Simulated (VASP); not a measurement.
A run of VASP 6.6.1 is set up as follows.

File POSCAR:

```
HfO2
1.0
    0.0000000000      2.5291823175      2.5291823175
    2.5291823175      0.0000000000      2.5291823175
    2.5291823175      2.5291823175      0.0000000000
Hf O
1 2
Direct
    0.0000000000      0.0000000000      0.0000000000
    0.2500000000      0.2500000000      0.2500000000
    0.7500000000      0.7500000000      0.7500000000
```

INCAR.step1

```
SYSTEM = HfO2
PREC = Accurate
ENCUT = 520
EDIFF = 1E-5
ISMEAR = 0
SIGMA = 0.01
LREAL = .FALSE.
LASPH = .TRUE.
NELM = 120
ALGO = Normal
ISIF = 2
LWAVE = .TRUE.
LCHARG = .FALSE.
NBANDS = 18
GGA = PE
GGA_COMPAT = .FALSE.
```

File INCAR.step2:

```
SYSTEM = HfO2
PREC = Accurate
ENCUT = 520
EDIFF = 1E-6
ISMEAR = 0
SIGMA = 0.01
LREAL = .FALSE.
LASPH = .TRUE.
NELM = 120
ALGO = Normal
ISIF = 2
LWAVE = .FALSE.
LCHARG = .FALSE.
GGA = PE
LHFCALC = .TRUE.
AEXX = 0.25
PRECFOCK = Normal
NBANDS = 18
ISTART = 1
GGA_COMPAT = .FALSE.
```

Contents of KPOINTS:

```
Automatic mesh
0
G
  6 6 6
  0 0 0
```

Potentials or basis: VASP PAW PBE potentials, release 64 (Hf_pv, O).

The run is started by

```console
$ cat potpaw_PBE.64/Hf_pv/POTCAR potpaw_PBE.64/O/POTCAR > POTCAR
$ cp INCAR.step1 INCAR
$ mpirun -np 1 vasp_std > vasp.out
$ cp INCAR.step2 INCAR
$ mpirun -np 1 vasp_std > vasp.out
```

Task: Estimate the pressure.

Result: -5.2 GPa.

Task: Estimate the band gap on the k mesh.

Result: 6.12 eV.

Caveat: the cell stands under tension; the PAW data sets were made with another functional, which shifts forces and pressure a little; spin-orbit coupling is left out, which moves the levels of the heavy elements. A k mesh can miss the band edges.
